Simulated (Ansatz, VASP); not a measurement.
**Sb in VASP and in Ansatz**

INCAR

```
SYSTEM = Sb
ALGO = Normal
EDIFF = 1E-8
ENCUT = 520
GGA = PS
ISIF = 2
ISMEAR = -1
LASPH = .TRUE.
LCHARG = .FALSE.
LEFG = .TRUE.
LREAL = .FALSE.
LWAVE = .FALSE.
NBANDS = 8
NELM = 60
PREC = Accurate
SIGMA = 0.08
```

File KPOINTS:

```
k-points
0
G
  12 12 12
  0 0 0
```

POSCAR

```
Sb
1.0
    3.1172920620      0.0000000000      0.0000000000
    0.0000000000      3.1172920620      0.0000000000
    0.0000000000      0.0000000000      3.1172920620
Sb
1
Direct
    0.0000000000      0.0000000000      0.0000000000
```

Input for Ansatz:

```yaml
crystal:
  lattice:
    - [3.117292062, 0.0, 0.0]
    - [0.0, 3.117292062, 0.0]
    - [0.0, 0.0, 3.117292062]
  atoms:
    - { symbol: Sb, position: [0.0, 0.0, 0.0] }
kpoints:
  mp_grid: { grid: [12, 12, 12] }
scf:
  occupations: { method: fermi_dirac, width: 0.08 }
hamiltonian:
  xc: pbesol
  pseudopotentials: { kind: all_electron, datasets: crystal }
output:
  forces: true
  stress: true
  eigenvalues: true
  efg: { contact_densities: true }
```

Change from the starting cell: volume scaled by 0.96, crystal datasets.

Alike in both runs: task electric field gradients; functional PBEsol; k mesh 12 × 12 × 12; occupations fermi-dirac, width 0.08 eV; no spin polarisation.

|  | VASP | Ansatz |
| --- | --- | --- |
| version | VASP 6.6.1 | Ansatz 0.2.0 |
| potentials or method | VASP PAW PBE potentials, release 64 (Sb), cutoff 520 eV | all-electron PAW with datasets made for the crystal, scalar-relativistic |

Ansatz gave:

```
pressure (GPa) : -2.9
```

Problem. Estimate VASP's values.

Solution. Pressure (GPa): -2.8.

VASP's potentials were made for PBE, not for PBEsol. Ansatz ran all-electron here, and VASP with PAW potentials.

Spin-orbit coupling is off throughout.
